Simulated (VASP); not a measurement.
**InSb3: single point with PBEsol**

Crystal: InSb3.

```
In Sb
1.0
     4.72846    0.00000    0.00000
     0.00000    4.72846    0.00000
     0.00000    0.00000    4.72846
In Sb
1 3
Direct
  0.00000 0.00000 0.00000
  0.50000 0.00000 0.50000
  0.00000 0.50000 0.50000
  0.50000 0.50000 0.00000
```

| Item | Value |
| --- | --- |
| Program | VASP 6.6.1 |
| Task | single point |
| Functional | PBEsol |
| Potentials or basis | VASP PAW PBE potentials, release 64 (In_d, Sb) |
| Cutoff | 520 eV |
| k mesh | 8 × 8 × 8 |
| Occupations | gaussian, width 0.15 eV |
| Spin | no spin polarisation |
| Dipole correction | no |
| Further INCAR settings | ALGO = Normal; EDIFF = 1e-07; NBANDS = 22 |

```yaml
Pressure: 0.0 GPa
Band_gap_on_the_k_mesh: zero (bands 14 and 15 overlap by 4.90 eV)
```

Levels at points of the mesh, in eV from the Fermi level:
| k point | band 10 | band 11 | band 12 | band 13 | band 14 | band 15 | band 16 | band 17 | band 18 | band 19 |
| --- | --- | --- | --- | --- | --- | --- | --- | --- | --- | --- |
| (0.00, 0.00, 0.00) | -4.52 | -4.52 | -3.61 | 0.48 | 0.48 | 0.48 | 1.78 | 1.78 | 1.78 | 4.78 |
| (0.50, 0.00, 0.00) | -3.05 | -3.05 | -2.24 | -2.24 | -1.19 | -0.94 | 2.25 | 2.30 | 2.30 | 2.61 |
| (0.50, 0.50, 0.00) | -2.50 | -1.66 | -1.66 | -1.44 | -1.16 | -1.16 | -0.39 | 0.97 | 3.48 | 3.72 |
| (0.50, 0.50, 0.50) | -5.25 | -5.25 | -5.25 | -4.92 | 3.74 | 3.74 | 3.83 | 3.83 | 3.83 | 6.64 |

Wall time 82 s on 1 thread of Intel Xeon 8259CL (shared host), peak memory 0.25 GiB.

Caveat: the PAW data sets were made with another functional, which shifts forces and pressure a little; spin-orbit coupling is left out, which moves the levels of the heavy elements.
